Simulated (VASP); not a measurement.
A run of VASP 6.6.1:

INCAR

```
ALGO = Normal
EDIFF = 1E-6
ENCUT = 500
GGA = PS
GGA_COMPAT = False
ISIF = 2
ISMEAR = 1
LASPH = True
LCHARG = False
LREAL = False
LWAVE = False
NBANDS = 18
NELM = 120
PREC = Accurate
SIGMA = 0.1
```

KPOINTS

```
k-points
0
Gamma
  7 7 7
```

Contents of POSCAR:

```
InPd
1.0
    0.0000000000      2.6930462587      2.6930462587
    2.6930462587      0.0000000000      2.6930462587
    2.6930462587      2.6930462587      0.0000000000
In Pd
1 1
Direct
    0.0000000000      0.0000000000      0.0000000000
    0.5000000000      0.5000000000      0.5000000000
```

Potentials or basis: VASP PAW PBE potentials, release 64 (In_d, Pd).

Run with:

```bash
$ cat potpaw_PBE.64/In_d/POTCAR potpaw_PBE.64/Pd/POTCAR > POTCAR
$ mpirun -np 1 vasp_std > vasp.out
```

Hardware: 1 thread of AMD EPYC 7R43 64-Core Processor (Zen 3), on a shared host.

**Question.** Estimate the wall time of this run.

**Answer.** It took 16 s on 1 thread of AMD EPYC 7R43 64-Core Processor (Zen 3) (shared host), peak memory 0.12 GiB. Counts: scf iterations 11, k points 20.
